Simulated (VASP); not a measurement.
# MgO (Fm-3m) in VASP: relaxation of cell and atoms with LDA

Aim: the relaxation of cell and atoms of MgO with LDA.

Program: VASP 6.6.1. These are calculated values, not measurements. Logs are shortened: lines on timing, memory, paths and dates and some standing lists are left out, and cuts for length are marked.

## (1) The cell of the first run

It takes space group Fm-3m (No. 225, cubic). Conventional cell: a = 4.163 Å, b = 4.163 Å, c = 4.163 Å, α = 90.00°, β = 90.00°, γ = 90.00°. Mg (site symmetry m-3m) has 6 O at 2.08 Å within 2.8 Å. O (site symmetry m-3m) has 6 Mg at 2.08 Å within 2.8 Å.

## (2) Relaxation of cell and atoms, LDA

INCAR

```
PREC = Accurate ; ENCUT = 840
EDIFF = 1E-7 ; ISMEAR = 0
SIGMA = 0.02 ; LREAL = F
LASPH = T ; NELM = 120
ALGO = Normal ; ISIF = 3
LWAVE = F ; LCHARG = F
GGA = CA ; IBRION = 2
NSW = 100 ; EDIFFG = -0.002
GGA_COMPAT = F ; NELMIN = 4
```

KPOINTS

```
regular mesh
0
Gamma
  8 8 8
```

POSCAR

```
MgO
1.0
    0.0000000000      2.0816499855      2.0816499855
    2.0816499855      0.0000000000      2.0816499855
    2.0816499855      2.0816499855      0.0000000000
Mg O
1 1
Direct
    0.0000000000      0.0000000000      0.0000000000
    0.5000000000      0.5000000000      0.5000000000
```

Potentials or basis: VASP PAW LDA potentials, release 64 (Mg_sv, O).

Launch:

```console
$ cat potpaw_LDA.64/Mg_sv/POTCAR potpaw_LDA.64/O/POTCAR > POTCAR
$ mpirun -np 1 vasp_std > vasp.out
```

OUTCAR:

```text
PREC = Accurate
   ENCUT = 840
   EDIFF = 1E-7
   ISMEAR = 0
   LREAL = F
   LASPH = T
   NELM = 120
   ISIF = 3
   GGA = CA
   IBRION = 2
   NSW = 100
   EDIFFG = -0.002
   NELMIN = 4

 ion  position               nearest neighbor table
   1  0.000  0.000  0.000-   2 2.08   2 2.08   2 2.08   2 2.08   2 2.08   2 2.08
   2  0.500  0.500  0.500-   1 2.08   1 2.08   1 2.08   1 2.08   1 2.08   1 2.08

  LATTYP: Found a face centered cubic cell.
 ALAT       =     4.1632999710

  Lattice vectors:

 A1 = (   0.0000000000,   2.0816499855,   2.0816499855)
 A2 = (   2.0816499855,   0.0000000000,   2.0816499855)
 A3 = (   2.0816499855,   2.0816499855,   0.0000000000)

Analysis of symmetry for initial positions (statically):
=====================================================================
 Subroutine PRICEL returns:
 Original cell was already a primitive cell.

 Routine SETGRP: Setting up the symmetry group for a
 face centered cubic supercell.

 Subroutine GETGRP returns: Found 48 space group operations
 (whereof 48 operations were pure point group operations)
 out of a pool of 48 trial point group operations.

The static configuration has the point symmetry O_h .

Analysis of symmetry for dynamics (positions and initial velocities):
=====================================================================
 Subroutine PRICEL returns:
 Original cell was already a primitive cell.

 Routine SETGRP: Setting up the symmetry group for a
 face centered cubic supercell.

 Subroutine GETGRP returns: Found 48 space group operations
 (whereof 48 operations were pure point group operations)
 out of a pool of 48 trial point group operations.

The dynamic configuration has the point symmetry O_h .

 Subroutine INISYM returns: Found 48 space group operations
 (whereof 48 operations are pure point group operations),
 and found     1 'primitive' translations

----------------------------------------------------------------------------------------

                                     Primitive cell

  volume of cell :      18.0407

  direct lattice vectors                    reciprocal lattice vectors
     0.000000000  2.081649985  2.081649985    -0.240194078  0.240194078  0.240194078
     2.081649985  0.000000000  2.081649985     0.240194078 -0.240194078  0.240194078
     2.081649985  2.081649985  0.000000000     0.240194078  0.240194078 -0.240194078

  length of vectors
     2.943897642  2.943897642  2.943897642     0.416028348  0.416028348  0.416028348

  position of ions in fractional coordinates (direct lattice)
     0.000000000  0.000000000  0.000000000
     0.500000000  0.500000000  0.500000000

  ion indices of the primitive-cell ions
   primitive index   ion index
                 1           1
                 2           2

----------------------------------------------------------------------------------------

 KPOINTS: regular mesh

Automatic generation of k-mesh.
 Grid dimensions read from file:
 generate k-points for:    8    8    8

 Generating k-lattice:

  Cartesian coordinates                     Fractional coordinates (reciprocal lattice)
    -0.030024260  0.030024260  0.030024260     0.125000000  0.000000000  0.000000000
     0.030024260 -0.030024260  0.030024260     0.000000000  0.125000000  0.000000000
     0.030024260  0.030024260 -0.030024260     0.000000000  0.000000000  0.125000000

  Length of vectors
     0.052003543  0.052003543  0.052003543

  Shift w.r.t. Gamma in fractional coordinates (k-lattice)
     0.000000000  0.000000000  0.000000000

 Subroutine IBZKPT returns following result:
 ===========================================

 Found     29 irreducible k-points:

 Following reciprocal coordinates:
            Coordinates               Weight
  0.000000  0.000000  0.000000      1.000000
  0.125000  0.000000  0.000000      8.000000
  0.250000  0.000000  0.000000      8.000000
  0.375000  0.000000  0.000000      8.000000
  0.500000  0.000000  0.000000      4.000000
  0.125000  0.125000  0.000000      6.000000
[... 16 lines left out ...]
  0.500000  0.250000  0.125000     48.000000
 -0.375000  0.250000  0.125000     24.000000
 [... further k-points ...]
   k-points           NKPTS =     29   k-points in BZ     NKDIM =     29   number of bands    NBANDS=     12
   number of dos      NEDOS =    301   number of ions     NIONS =      2
   total plane-waves  NPLWV =  21952
   dimension x,y,z NGX =    28 NGY =   28 NGZ =   28
   dimension x,y,z NGXF=    56 NGYF=   56 NGZF=   56
   ions per type =               1   1
   NGX,Y,Z   is equivalent  to a cutoff of  15.81, 15.81, 15.81 a.u.
   NGXF,Y,Z  is equivalent  to a cutoff of  31.62, 31.62, 31.62 a.u.
 SYSTEM =  unknown system
   PREC   = accura    normal or accurate (medium, high low for compatibility)
   ISTART =      0    job   : 0-new  1-cont  2-samecut
   ICHARG =      2    charge: 1-file 2-atom 10-const
   ISPIN  =      1    spin polarized calculation?
   LNONCOLLINEAR =      F non collinear calculations
   LSORBIT =      F    spin-orbit coupling
   LASPH  =      T    aspherical Exc in radial PAW
   ENCUT  =  840.0 eV  61.74 Ry    7.86 a.u.   6.96  6.96  6.96*2*pi/ulx,y,z
   NELM   =    120;   NELMIN=  4; NELMDL= -5     # of ELM steps
   EDIFF  = 0.1E-06   stopping-criterion for ELM
   LREAL  =      F    real-space projection
   EDIFFG = -.2E-02   stopping-criterion for IOM
   NSW    =    100    number of steps for IOM
   IBRION =      2    ionic relax: 0-MD 1-quasi-New 2-CG
   NFREE  =      1    steps in history (QN), initial steepest desc. (CG)
   ISIF   =      3    stress and relaxation
   ISYM   =      2    0-nonsym 1-usesym 2-fastsym
   POTIM  = 0.5000    time-step for ionic-motion
   TEBEG  =    0.0;   TEEND  =   0.0 temperature during run
   PSTRESS=    0.0 pullay stress
   NELECT =      16.0000    total number of electrons
   NUPDOWN=      -1.0000    fix difference up-down
   EMIN   =  10.00;   EMAX   =-10.00  energy-range for DOS
   EFERMI =   0.00;   METHOD = LEGACY
   ISMEAR =     0;   SIGMA  =   0.02  broadening in eV -4-tet -1-fermi 0-gaus
   EFERMI_NEDOS =   21; number of points for ismear=-14 and -15
   IALGO  =     38    algorithm
   IMIX   =      4    mixing-type and parameters
     AMIX     =   0.40;   BMIX     =  1.00
     AMIX_MAG =   1.60;   BMIX_MAG =  1.00
  volume/ion in A,a.u.               =       9.02        60.87
  Fermi-wavevector in a.u.,A,eV,Ry     =   1.572886  2.972323 33.660391  2.473969
  Thomas-Fermi vector in A             =   2.674253
   LORBIT       =      0    0 simple, 1 ext, 2 COOP (PROOUT), +10 PAW based schemes
   GGA     = CA    functional components
   LHFCALC =     F    Hartree Fock is set to
   AEXX    =    0.0000 exact exchange contribution
   IVDW    =     0    specifies the selected vdW correction
   LEPSILON=     F    determine dielectric tensor
   LRPA    =     F    only Hartree local field effects (RPA)
 conjugate gradient relaxation of ions
 non-spin polarized calculation
 Gauss-broadening in eV      SIGMA  =   0.02
  energy-cutoff  :      840.00
  volume of cell :       18.04
 maximum number of plane-waves:      1012
   NGX = 13   NGY = 13   NGZ = 13

--------------------------------------- Ionic step        1  -------------------------------------------

 number of electron      15.9999996 magnetization

 Free energy of the ion-electron system (eV)
  ---------------------------------------------------
  ext. energy  EPLUGINS =         0.00000000
  ---------------------------------------------------
  free energy    TOTEN  =       -13.23366567 eV

  energy without entropy =      -13.23366567  energy(sigma->0) =      -13.23366567

------------------------ aborting loop because EDIFF is reached ----------------------------------------

  FORCE on cell =-STRESS in cart. coord.  units (eV):
  Direction    XX          YY          ZZ          XY          YZ          ZX
  --------------------------------------------------------------------------------------
  -------------------------------------------------------------------------------------
  Total        0.0119655      0.0119655      0.0119655      0.0000000      0.0000000      0.0000000
  in kB        1.0626492      1.0626492      1.0626492      0.0000000      0.0000000      0.0000000
  external PRESSURE =       1.0626492 kB  Pullay stress =       0.0000000 kB

 VOLUME and BASIS-vectors are now :
 -----------------------------------------------------------------------------
  energy-cutoff  :      840.00
  volume of cell :       18.04
      direct lattice vectors                 reciprocal lattice vectors
     0.000000000  2.081649985  2.081649985    -0.240194078  0.240194078  0.240194078
     2.081649985  0.000000000  2.081649985     0.240194078 -0.240194078  0.240194078
     2.081649985  2.081649985  0.000000000     0.240194078  0.240194078 -0.240194078

 POSITION                                       TOTAL-FORCE (eV/Angst)
 -----------------------------------------------------------------------------------
      0.00000      0.00000      0.00000        -0.000000      0.000000      0.000000
      2.08165      2.08165      2.08165         0.000000     -0.000000     -0.000000
 -----------------------------------------------------------------------------------
    total drift:                                0.000000      0.000000      0.000000

  FREE ENERGIE OF THE ION-ELECTRON SYSTEM (eV)
  ---------------------------------------------------
  free  energy   TOTEN  =       -13.2336656695 eV

  energy  without entropy=      -13.2336656695  energy(sigma->0) =      -13.23366567

--------------------------------------- Ionic step        2  -------------------------------------------

 number of electron      15.9999996 magnetization

 Free energy of the ion-electron system (eV)
  ---------------------------------------------------
  ext. energy  EPLUGINS =         0.00000000
  ---------------------------------------------------
  free energy    TOTEN  =       -13.23367335 eV

  energy without entropy =      -13.23367335  energy(sigma->0) =      -13.23367335

 E-fermi :   3.0649     XC(G=0): -12.1104

 val. band max:        2.8312018081   @ k =   0.0000   0.0000   0.0000
 cond. band min:       7.8377964688   @ k =   0.0000   0.0000   0.0000
 fundamental gap:      5.0065946607
 Fermi energy:         3.0649145214

 k-point     1 :       0.0000    0.0000    0.0000
  band No.  band energies     occupation
      1     -68.3947      2.00000
      2     -35.8518      2.00000
      3     -35.8518      2.00000
      4     -35.8518      2.00000
      5     -14.3338      2.00000
      6       2.8312      2.00000
      7       2.8312      2.00000
      8       2.8312      2.00000
      9       7.8378      0.00000
     10      18.5466      0.00000
     11      18.5466      0.00000
     12      18.5466      0.00000

 k-point     2 :       0.1250    0.0000    0.0000
  band No.  band energies     occupation
      1     -68.3932      2.00000
      2     -35.8674      2.00000
      3     -35.8534      2.00000
      4     -35.8534      2.00000
      5     -14.1484      2.00000
      6       1.8552      2.00000
      7       2.7191      2.00000
      8       2.7191      2.00000
      9       8.7374      0.00000
     10      16.8875      0.00000
     11      18.9250      0.00000
     12      18.9250      0.00000

 k-point     3 :       0.2500    0.0000    0.0000
  band No.  band energies     occupation
      1     -68.3893      2.00000
      2     -35.9046      2.00000
      3     -35.8571      2.00000
      4     -35.8571      2.00000
      5     -13.6644      2.00000
      6       0.0758      2.00000
      7       2.4611      2.00000
      8       2.4611      2.00000
      9      10.1329      0.00000
     10      15.4046      0.00000
     11      19.4781      0.00000
     12      19.4781      0.00000
[... 286 lines left out ...]
 k-point    23 :       0.5000    0.2500    0.1250
  band No.  band energies     occupation
      1     -68.3832      2.00000
      2     -35.9313      2.00000
      3     -35.8853      2.00000
      4     -35.8679      2.00000
      5     -12.8992      2.00000
      6      -1.0442      2.00000
      7       1.0077      2.00000
      8       1.9038      2.00000
      9      12.4607      0.00000
     10      14.5255      0.00000
     11      16.8570      0.00000
     12      20.0848      0.00000

 k-point    24 :      -0.3750    0.2500    0.1250
  band No.  band energies     occupation
      1     -68.3816      2.00000
      2     -35.9396      2.00000
      3     -35.8878      2.00000
      4     -35.8709      2.00000
      5     -12.7078      2.00000
      6      -1.3657      2.00000
      7       0.7909      2.00000
      8       1.7784      2.00000
      9      12.5761      0.00000
     10      15.1560      0.00000
     11      16.4210      0.00000
     12      19.8440      0.00000

 [... further k-points ...]
[... 5 lines left out ...]
  --------------------------------------------------------------------------------------
  -------------------------------------------------------------------------------------
  Total        0.0031994      0.0031994      0.0031994     -0.0000000      0.0000000     -0.0000000
  in kB        0.2838908      0.2838908      0.2838908     -0.0000000      0.0000000     -0.0000000
  external PRESSURE =       0.2838908 kB  Pullay stress =       0.0000000 kB

 VOLUME and BASIS-vectors are now :
 -----------------------------------------------------------------------------
  energy-cutoff  :      840.00
  volume of cell :       18.06
      direct lattice vectors                 reciprocal lattice vectors
     0.000000000  2.082250801  2.082250801    -0.240124773  0.240124773  0.240124773
     2.082250801  0.000000000  2.082250801     0.240124773 -0.240124773  0.240124773
     2.082250801  2.082250801 -0.000000000     0.240124773  0.240124773 -0.240124773

 POSITION                                       TOTAL-FORCE (eV/Angst)
 -----------------------------------------------------------------------------------
      4.16450      2.08225      2.08225        -0.000000      0.000000     -0.000000
      2.08225      2.08225      2.08225         0.000000     -0.000000      0.000000
 -----------------------------------------------------------------------------------
    total drift:                                0.000000      0.000000      0.000000

  FREE ENERGIE OF THE ION-ELECTRON SYSTEM (eV)
  ---------------------------------------------------
  free  energy   TOTEN  =       -13.2336733520 eV

  energy  without entropy=      -13.2336733520  energy(sigma->0) =      -13.23367335

 reached required accuracy - stopping structural energy minimisation
```

Wall time 8.8 s (1 thread of Intel Xeon 6975P-C (Granite Rapids), shared host); peak memory 0.14 GiB.

Results:

```yaml
Free_energy: -13.2337 eV
Relaxed_volume: 9.03 Å³/atom
Relaxed_cell: a = 2.945 Å, b = 2.945 Å, c = 2.945 Å, α = 60.00°, β = 60.00°, γ = 60.00°
Space_group_after_relaxing_to_0.1_Å: Fm-3m (No. 225)
Energy_gained_by_relaxing: 0.0 meV/atom
Ionic_steps: 2
Pressure_after_relaxing: 0.0 GPa
Band_gap_on_the_k_mesh: 5.01 eV
```

Final structure:
```xyz
2
Lattice="0.0000 2.0823 2.0823 2.0823 0.0000 2.0823 2.0823 2.0823 0.0000" Properties=species:S:1:pos:R:3 pbc="T T T"
Mg    4.1645    2.0823    2.0823
O     2.0823    2.0823    2.0823
```

Levels at points of the mesh, in eV from the valence-band top:
```csv
k point,band 5,band 6,band 7,band 8,band 9,band 10,band 11,band 12
"(0.00, 0.00, 0.00)",-17.16,0.00,0.00,0.00,5.01,15.72,15.72,15.72
"(0.50, 0.00, 0.00)",-15.69,-4.84,-0.71,-0.71,7.96,12.80,16.36,16.36
"(0.50, 0.50, 0.00)",-15.45,-4.26,-1.41,-1.41,8.93,10.10,13.26,19.16
```

LDA gaps usually lie below the measured ones, often by a third to a half.
